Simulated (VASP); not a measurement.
# CdS (F-43m) in VASP: a series of runs

The runs below take CdS through vibrations by perturbation theory, with PBEsol.

Program: VASP 6.6.1. These are calculated values, not measurements. Logs are shortened: lines on timing, memory, paths and dates and some standing lists are left out, and cuts for length are marked.

**1. The cell of the first run**

Symmetry: F-43m, No. 216, cubic system. Conventional cell: a = 5.825 Å, b = 5.825 Å, c = 5.825 Å, α = 90.00°, β = 90.00°, γ = 90.00°. Within 3.3 Å of Cd (site symmetry -43m) lie 4 S at 2.52 Å. Within 3.3 Å of S (site symmetry -43m) lie 4 Cd at 2.52 Å.

**2. Vibrations by perturbation theory, PBEsol**

INCAR

```
PREC = Accurate
ENCUT = 520
EDIFF = 1E-8
ISMEAR = 0
SIGMA = 0.01
LREAL = F
LASPH = T
NELM = 60
ALGO = Normal
ISIF = 2
LWAVE = F
LCHARG = T
GGA = PS
IBRION = 8
NSW = 1
```

KPOINTS

```
regular mesh
0
Gamma
  8 8 8
```

POSCAR

```
CdS
1.0
    2.9122860629      2.9122860629      0.0000000000
   -2.9122860629      2.9122860629      0.0000000000
    0.0000000000      2.9122860629      2.9122860629
Cd S
1 1
Direct
    0.0000000000      0.0000000000      0.0000000000
    0.7500000000      0.2500000000      0.5000000000
```

Potentials or basis: VASP PAW PBE potentials, release 64 (Cd, S).

Command:

```bash
cat potpaw_PBE.64/Cd/POTCAR potpaw_PBE.64/S/POTCAR > POTCAR
mpirun -np 1 vasp_std > vasp.out
```

OUTCAR:

```text
PREC = Accurate
   ENCUT = 520
   EDIFF = 1E-8
   ISMEAR = 0
   LREAL = F
   LASPH = T
   NELM = 60
   ISIF = 2
   GGA = PS
   IBRION = 8
   NSW = 1

 ion  position               nearest neighbor table
   1  0.000  0.000  0.000-   2 2.52   2 2.52   2 2.52   2 2.52
   2  0.750  0.250  0.500-   1 2.52   1 2.52   1 2.52   1 2.52

  LATTYP: Found a face centered cubic cell.
 ALAT       =     5.8245721258

  Lattice vectors:

 A1 = (   0.0000000000,   2.9122860629,   2.9122860629)
 A2 = (   2.9122860629,   0.0000000000,   2.9122860629)
 A3 = (   2.9122860629,   2.9122860629,   0.0000000000)

Analysis of symmetry for initial positions (statically):
=====================================================================
 Subroutine PRICEL returns:
 Original cell was already a primitive cell.

 Routine SETGRP: Setting up the symmetry group for a
 face centered cubic supercell.

 Subroutine GETGRP returns: Found 24 space group operations
 (whereof 24 operations were pure point group operations)
 out of a pool of 48 trial point group operations.

The static configuration has the point symmetry T_d .

Analysis of symmetry for dynamics (positions and initial velocities):
=====================================================================
 Subroutine PRICEL returns:
 Original cell was already a primitive cell.

 Routine SETGRP: Setting up the symmetry group for a
 face centered cubic supercell.

 Subroutine GETGRP returns: Found 24 space group operations
 (whereof 24 operations were pure point group operations)
 out of a pool of 48 trial point group operations.

The dynamic configuration has the point symmetry T_d .

 Subroutine INISYM returns: Found 24 space group operations
 (whereof 24 operations are pure point group operations),
 and found     1 'primitive' translations

----------------------------------------------------------------------------------------

                                     Primitive cell

  volume of cell :      49.4006

  direct lattice vectors                    reciprocal lattice vectors
     2.912286063  2.912286063  0.000000000     0.171686431  0.171686431 -0.171686431
    -2.912286063  2.912286063  0.000000000    -0.171686431  0.171686431 -0.171686431
     0.000000000  2.912286063  2.912286063     0.000000000  0.000000000  0.343372862

  length of vectors
     4.118594448  4.118594448  4.118594448     0.297369621  0.297369621  0.343372862

  position of ions in fractional coordinates (direct lattice)
     0.000000000  0.000000000  0.000000000
     0.750000000  0.250000000  0.500000000

  ion indices of the primitive-cell ions
   primitive index   ion index
                 1           1
                 2           2

----------------------------------------------------------------------------------------

 KPOINTS: regular mesh

Automatic generation of k-mesh.
 Grid dimensions read from file:
 generate k-points for:    8    8    8

 Generating k-lattice:

  Cartesian coordinates                     Fractional coordinates (reciprocal lattice)
     0.021460804  0.021460804 -0.021460804     0.125000000  0.000000000  0.000000000
    -0.021460804  0.021460804 -0.021460804     0.000000000  0.125000000  0.000000000
     0.000000000  0.000000000  0.042921608     0.000000000  0.000000000  0.125000000

  Length of vectors
     0.037171203  0.037171203  0.042921608

  Shift w.r.t. Gamma in fractional coordinates (k-lattice)
     0.000000000  0.000000000  0.000000000

 Subroutine IBZKPT returns following result:
 ===========================================

 Found     29 irreducible k-points:

[... 82 lines left out ...]

--------------------------------------- Ionic step        1  -------------------------------------------

 number of electron      18.0000004 magnetization

 Free energy of the ion-electron system (eV)
  ---------------------------------------------------
  ext. energy  EPLUGINS =         0.00000000
  ---------------------------------------------------
  free energy    TOTEN  =        -6.81313872 eV

  energy without entropy =       -6.81313872  energy(sigma->0) =       -6.81313872

 E-fermi :   1.3451     XC(G=0):  -9.3986

 val. band max:        1.2492328843   @ k =   0.0000   0.0000   0.0000
 cond. band min:       2.2665624204   @ k =   0.0000   0.0000   0.0000
 fundamental gap:      1.0173295362
 Fermi energy:         1.3450798829

 k-point     1 :       0.0000    0.0000    0.0000
  band No.  band energies     occupation
      1     -11.1625      2.00000
      2      -6.4961      2.00000
      3      -6.4961      2.00000
      4      -6.4961      2.00000
      5      -6.0018      2.00000
      6      -6.0018      2.00000
      7       1.2492      2.00000
      8       1.2492      2.00000
      9       1.2492      2.00000
     10       2.2666      0.00000
     11       7.6928      0.00000
     12       7.6928      0.00000
     13       7.6928      0.00000
[... 354 lines left out ...]
  band No.  band energies     occupation
      1     -10.6524      2.00000
      2      -6.3293      2.00000
      3      -6.2890      2.00000
      4      -6.0303      2.00000
      5      -5.9749      2.00000
      6      -5.4996      2.00000
      7      -2.9606      2.00000
      8      -0.7416      2.00000
      9      -0.0045      2.00000
     10       5.5517      0.00000
     11       6.9347      0.00000
     12       8.3792      0.00000
     13       9.5209      0.00000

 [... further k-points ...]

------------------------ aborting loop because EDIFF is reached ----------------------------------------

  FORCE on cell =-STRESS in cart. coord.  units (eV):
  Direction    XX          YY          ZZ          XY          YZ          ZX
  --------------------------------------------------------------------------------------
  -------------------------------------------------------------------------------------
  Total        0.1217200      0.1217200      0.1217200      0.0000000      0.0000000      0.0000000
  in kB        3.9476664      3.9476664      3.9476664      0.0000000      0.0000000      0.0000000
  external PRESSURE =       3.9476664 kB  Pullay stress =       0.0000000 kB

 VOLUME and BASIS-vectors are now :
 -----------------------------------------------------------------------------
  energy-cutoff  :      520.00
  volume of cell :       49.40
      direct lattice vectors                 reciprocal lattice vectors
     2.912286063  2.912286063  0.000000000     0.171686431  0.171686431 -0.171686431
    -2.912286063  2.912286063  0.000000000    -0.171686431  0.171686431 -0.171686431
     0.000000000  2.912286063  2.912286063     0.000000000  0.000000000  0.343372862

 POSITION                                       TOTAL-FORCE (eV/Angst)
 -----------------------------------------------------------------------------------
      0.00000      0.00000      0.00000         0.000000      0.000000      0.000000
      1.45614      4.36843      1.45614        -0.000000     -0.000000      0.000000
 -----------------------------------------------------------------------------------
    total drift:                                0.000000     -0.000000      0.000000

  FREE ENERGIE OF THE ION-ELECTRON SYSTEM (eV)
  ---------------------------------------------------
  free  energy   TOTEN  =        -6.8131387198 eV

  energy  without entropy=       -6.8131387198  energy(sigma->0) =       -6.81313872

[... ionic steps 2 to 3 ...]

--------------------------------------- Ionic step        4  -------------------------------------------

------------------------ aborting loop because EDIFF is reached ----------------------------------------

[... ionic steps 5 to 6 ...]

--------------------------------------- Ionic step        7  -------------------------------------------

 Free energy of the ion-electron system (eV)
  ---------------------------------------------------
  ---------------------------------------------------
  free energy    TOTEN  =        -0.10697961 eV

  energy without entropy =       -0.10697961

------------------------ aborting loop because EDIFF is reached ----------------------------------------

 INTERNAL STRAIN TENSOR  FOR ION    2  DIRECTION 1   (eV/Angst):
 -----------------------------------------------------------------------------
     0.01662  0.00000 -0.00000
     0.00000 -0.01752  6.60091
    -0.00000  6.60091 -0.01752

 INTERNAL STRAIN TENSOR FOR ION    2 for displacements in x,y,z  (eV/Angst):
          X           Y           Z          XY          YZ          ZX
  --------------------------------------------------------------------------------
  x     0.00000    -0.00000    -0.00000     0.00000     6.60091    -0.00000
  y    -0.00000     0.00000    -0.00000    -0.00000     0.00000     6.60091
  z    -0.00000    -0.00000     0.00000     6.60091    -0.00000     0.00000

 SECOND DERIVATIVES (NOT SYMMETRIZED)
 ------------------------------------
               1X          1Y          1Z          2X          2Y          2Z
  1X    -5.131852    0.000000   -0.000000    5.131852   -0.000000    0.000000
  1Y    -0.000000   -5.131852    0.000000    0.000000    5.131852   -0.000000
  1Z    -0.000000    0.000000   -5.131852    0.000000   -0.000000    5.131852
  2X     5.105375   -0.000000    0.000000   -5.105375    0.000000   -0.000000
  2Y     0.000000    5.105375   -0.000000   -0.000000   -5.105375    0.000000
  2Z     0.000000   -0.000000    5.105375   -0.000000    0.000000   -5.105375

 Eigenvectors and eigenvalues of the dynamical matrix
 ----------------------------------------------------

   1 f  =    7.075989 THz    44.459751 2PiTHz  236.029589 cm-1    29.263926 meV
             X         Y         Z           dx          dy          dz
      0.000000  0.000000  0.000000     0.000000    0.472060    0.000000
      1.456143  4.368429  1.456143     0.000000   -0.881566    0.000000
[... 21 lines left out ...]
   6 f/i=    0.007616 THz     0.047853 2PiTHz    0.254042 cm-1     0.031497 meV
             X         Y         Z           dx          dy          dz
      0.000000  0.000000  0.000000     0.881566   -0.000000    0.000000
      1.456143  4.368429  1.456143     0.472060    0.000000    0.000000

--------------------------------------------------------------------------------------------------------

 ELASTIC MODULI CONTR FROM IONIC RELAXATION (kBar)
 Direction    XX          YY          ZZ          XY          YZ          ZX
 --------------------------------------------------------------------------------
 XX          -0.0000      0.0000      0.0000      0.0000     -0.0000      0.0000
 YY           0.0000     -0.0000     -0.0000      0.0000      0.0000     -0.0000
 ZZ           0.0000     -0.0000     -0.0000     -0.0000      0.0000      0.0000
 XY           0.0000      0.0000     -0.0000   -279.6886      0.0000     -0.0000
 YZ          -0.0000      0.0000      0.0000      0.0000   -279.6886     -0.0000
 ZX           0.0000     -0.0000      0.0000     -0.0000     -0.0000   -279.6886
 --------------------------------------------------------------------------------
```

Run time: 2 min. Hardware: 1 thread of Intel Xeon 6975P-C (Granite Rapids), shared host; peak memory 0.32 GiB.

What came out:

```yaml
Highest_phonon_frequency_at_Γ_LO-TO_splitting_left_out: 236 cm⁻¹
```

Phonon frequencies in cm⁻¹ (negative: imaginary):
```tsv
q point	frequencies
(0.000, 0.000, 0.000)	0 0 0 236 236 236
```

Caveat: the PAW data sets were made with another functional, which shifts forces and pressure a little.

**3. Vibrations by perturbation theory, PBEsol**

This run uses another cell than the first one, of 25.58 Å³/atom.

INCAR

```
SYSTEM = CdS
PREC = Accurate ; ENCUT = 520
EDIFF = 1E-8 ; ISMEAR = 0
SIGMA = 0.01 ; LREAL = .FALSE.
LASPH = .TRUE. ; NELM = 100
ALGO = Normal ; ISIF = 2
LWAVE = .FALSE. ; LCHARG = .FALSE.
GGA = PS ; IBRION = 8
NSW = 1
```

KPOINTS

```
regular mesh
0
G
  8 8 8
  0 0 0
```

POSCAR

```
CdS
1.0
    2.9464493508      2.9464493508      0.0000000000
   -2.9464493508      2.9464493508      0.0000000000
    0.0000000000      2.9464493508      2.9464493508
Cd S
1 1
Direct
    0.0000000000      0.0000000000      0.0000000000
    0.7500000000      0.2500000000      0.5000000000
```

Potentials or basis: VASP PAW PBE potentials, release 64 (Cd, S).

Command:

```bash
cat potpaw_PBE.64/Cd/POTCAR potpaw_PBE.64/S/POTCAR > POTCAR
mpirun -np 1 vasp_std > vasp.out
```

OUTCAR:

```text
SYSTEM = CdS
   PREC = Accurate
   ENCUT = 520
   EDIFF = 1E-8
   ISMEAR = 0
   LREAL = .FALSE.
   LASPH = .TRUE.
   NELM = 100
   ISIF = 2
   GGA = PS
   IBRION = 8
   NSW = 1

 ion  position               nearest neighbor table
   1  0.000  0.000  0.000-   2 2.55   2 2.55   2 2.55   2 2.55
   2  0.750  0.250  0.500-   1 2.55   1 2.55   1 2.55   1 2.55

  LATTYP: Found a face centered cubic cell.
 ALAT       =     5.8928987016

  Lattice vectors:

 A1 = (   0.0000000000,   2.9464493508,   2.9464493508)
 A2 = (   2.9464493508,   0.0000000000,   2.9464493508)
 A3 = (   2.9464493508,   2.9464493508,   0.0000000000)

Analysis of symmetry for initial positions (statically):
=====================================================================
 Subroutine PRICEL returns:
 Original cell was already a primitive cell.

[... 613 lines left out ...]
------------------------ aborting loop because EDIFF is reached ----------------------------------------

 INTERNAL STRAIN TENSOR  FOR ION    2  DIRECTION 1   (eV/Angst):
 -----------------------------------------------------------------------------
     0.01567  0.00000  0.00000
     0.00000 -0.01652  5.29661
    -0.00000  5.29661 -0.01652

 INTERNAL STRAIN TENSOR FOR ION    2 for displacements in x,y,z  (eV/Angst):
          X           Y           Z          XY          YZ          ZX
  --------------------------------------------------------------------------------
  x     0.00000    -0.00000    -0.00000    -0.00000     5.29661     0.00000
  y     0.00000     0.00000     0.00000     0.00000     0.00000     5.29661
  z    -0.00000    -0.00000     0.00000     5.29661    -0.00000     0.00000

 SECOND DERIVATIVES (NOT SYMMETRIZED)
 ------------------------------------
               1X          1Y          1Z          2X          2Y          2Z
  1X    -4.490182   -0.000000    0.000000    4.490182    0.000000   -0.000000
  1Y     0.000000   -4.490182   -0.000000   -0.000000    4.490182    0.000000
  1Z     0.000000   -0.000000   -4.490182   -0.000000    0.000000    4.490182
  2X     4.477755    0.000000    0.000000   -4.477755    0.000000    0.000000
  2Y     0.000000    4.477755    0.000000    0.000000   -4.477755    0.000000
  2Z     0.000000    0.000000    4.477755    0.000000    0.000000   -4.477755

 Eigenvectors and eigenvalues of the dynamical matrix
 ----------------------------------------------------

   1 f  =    6.625020 THz    41.626231 2PiTHz  220.986896 cm-1    27.398871 meV
             X         Y         Z           dx          dy          dz
      0.000000  0.000000  0.000000    -0.000000    0.471619   -0.000000
      1.473225  4.419674  1.473225    -0.000000   -0.881802    0.000000
[... 21 lines left out ...]
   6 f/i=    0.003818 THz     0.023989 2PiTHz    0.127354 cm-1     0.015790 meV
             X         Y         Z           dx          dy          dz
      0.000000  0.000000  0.000000     0.755565   -0.454640    0.000000
      1.473225  4.419674  1.473225     0.404103   -0.243157    0.000000

--------------------------------------------------------------------------------------------------------

 ELASTIC MODULI CONTR FROM IONIC RELAXATION (kBar)
 Direction    XX          YY          ZZ          XY          YZ          ZX
 --------------------------------------------------------------------------------
 XX          -0.0000     -0.0000     -0.0000      0.0000     -0.0000     -0.0000
 YY          -0.0000     -0.0000     -0.0000      0.0000      0.0000     -0.0000
 ZZ          -0.0000     -0.0000     -0.0000      0.0000      0.0000     -0.0000
 XY           0.0000      0.0000      0.0000   -199.1305     -0.0000      0.0000
 YZ          -0.0000      0.0000      0.0000     -0.0000   -199.1305      0.0000
 ZX          -0.0000     -0.0000     -0.0000      0.0000      0.0000   -199.1305
 --------------------------------------------------------------------------------
```

OSZICAR:

```text
N       E                     dE             d eps       ncg     rms          rms(c)
DAV:   1     0.112315763782E+03    0.11232E+03   -0.91847E+03   762   0.126E+03
DAV:   2    -0.234743199737E+01   -0.11466E+03   -0.10946E+03   889   0.300E+02
DAV:   3    -0.727289823812E+01   -0.49255E+01   -0.49137E+01   909   0.646E+01
[... 44 lines left out ...]
RMM:   9    -0.107006111905E+00    0.10623E-05    0.85187E-10  3926   0.231E-04    0.494E-05
RMM:  10    -0.107006716671E+00   -0.60477E-06   -0.16561E-09  3900   0.774E-05    0.369E-05
RMM:  11    -0.107006688088E+00    0.28582E-07   -0.11415E-09  3995   0.230E-05    0.503E-06
RMM:  12    -0.107006663073E+00    0.25015E-07   -0.15615E-08  3288   0.385E-06    0.305E-06
RMM:  13    -0.107006674965E+00   -0.11892E-07   -0.45659E-09  2708   0.194E-06    0.219E-07
RMM:  14    -0.107006676890E+00   -0.19242E-08    0.35272E-10  1681   0.998E-07    0.108E-07
 Linear response finished
```

Wall time 1.9 min (1 thread of Intel Xeon 6975P-C (Granite Rapids), shared host); peak memory 0.32 GiB.

What came out:

```
Highest phonon frequency at Γ, LO-TO splitting left out : 221 cm⁻¹
```

Phonon frequencies in cm⁻¹ (negative: imaginary):
| q point | frequencies |
| --- | --- |
| (0.000, 0.000, 0.000) | 0 0 0 221 221 221 |

Caveat: the cell stands under pressure or tension, which shifts response properties; the PAW data sets were made with another functional, which shifts forces and pressure a little.
